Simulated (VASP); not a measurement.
SiSn5:

```
Si Sn
1.0
     6.11652    0.00000    0.00000
    -3.05826    5.29706    0.00000
     0.00000    0.00000    5.45983
Si Sn
1 5
Direct
  0.00000 0.00000 0.00000
  0.33333 0.66667 0.00000
  0.66667 0.33333 0.00000
  0.50000 0.00000 0.50000
  0.50000 0.50000 0.50000
  0.00000 0.50000 0.50000
```

The cell was built from a structure type or drawn by symmetry, and may not be a known phase.

| Quantity | Value |
| --- | --- |
| Program | VASP 6.6.1 |
| Task | relaxation of cell and atoms |
| Functional | PBE |
| Potentials or basis | VASP PAW PBE potentials, release 64 (Si, Sn_d) |
| Cutoff | 600 eV |
| k mesh | 6 × 6 × 8 |
| Occupations | gaussian, width 0.1 eV |
| Spin | no spin polarisation |

At the start: pressure 0.3 GPa; volume 29.48 Å³/atom.

Q: Where does the relaxation end?

A: Over 6 steps the energy falls by 15.8 meV/atom and the volume is 29.51 Å³/atom (+0.1 %); space group P6/mmm (No. 191, to 0.1 Å) before and after.

The path:
| step | energy change (eV) | largest force (eV/Å) | pressure (GPa) | volume (Å³) |
| --- | --- | --- | --- | --- |
| 1 | 0.0000 | 0.0000 | 0.28 | 176.90 |
| 2 | -0.0536 | 0.0000 | -0.12 | 178.18 |
| 3 | -0.0754 | 0.0000 | -0.92 | 181.15 |
| 4 | -0.0876 | 0.0000 | -0.66 | 180.02 |
| 5 | -0.0942 | 0.0000 | 0.21 | 176.14 |
| 6 | -0.0949 | 0.0000 | -0.01 | 177.06 |

Final structure:
```
Si Sn
1.0
     5.96090    0.00000    0.00000
    -2.98045    5.16229    0.00000
     0.00000    0.00000    5.75384
Si Sn
1 5
Direct
  0.00000 0.00000 0.00000
  0.33333 0.66667 0.00000
  0.66667 0.33333 0.00000
  0.50000 0.00000 0.50000
  0.50000 0.50000 0.50000
  0.00000 0.50000 0.50000
```
